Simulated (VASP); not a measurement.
A run of VASP 6.6.1 is set up as follows.

INCAR

```
PREC = Accurate ; ENCUT = 520
EDIFF = 1E-7 ; ISMEAR = 0
SIGMA = 0.1 ; LREAL = F
LASPH = T ; NELM = 100
ALGO = Normal ; ISIF = 2
LWAVE = F ; LCHARG = F
GGA = PE ; NBANDS = 56
```

File KPOINTS:

```
Automatic mesh
0
Gamma
  6 6 1
```

The input POSCAR:

```
MgCd2S3
1.0
    3.8273332081     -0.0000985725     -0.0002797706
   -1.9137551246      3.3148108763     -0.0000854135
   -0.0012907155     -0.0011290579     18.7538687361
Mg Cd S
2 4 6
Direct
    1.0000391947      0.0000584461     -0.0000581166
    0.0000050481      0.9999977816      0.4999509954
    0.3330227723      0.6669712075      0.1643839540
    0.3337822210      0.6663470234      0.6643623393
    0.6661786462      0.3334568030      0.3355628444
    0.6670468548      0.3331194340      0.8355337147
   -0.0010506434      0.0007587705      0.2500383169
    0.0013829721     -0.0007466079      0.7500431544
    0.6671505368      0.3333850760      0.0780232161
    0.6664770972      0.3336657154      0.5779465479
    0.3332485097      0.6661749931      0.4220710836
    0.3327167902      0.6668113574      0.9221419500
```

Potentials or basis: VASP PAW PBE potentials, release 64 (Mg, Cd, S).

Command:

```sh
$ cat potpaw_PBE.64/Mg/POTCAR potpaw_PBE.64/Cd/POTCAR potpaw_PBE.64/S/POTCAR > POTCAR
$ mpirun -np 1 vasp_std > vasp.out
```

(1) What does it give for the band gap on the k mesh?

(2) What does it give for the largest force?

(3) Estimate the pressure.

Answers

(1) 0.90 eV.

(2) 0.055 eV/Å.

(3) 0.2 GPa.
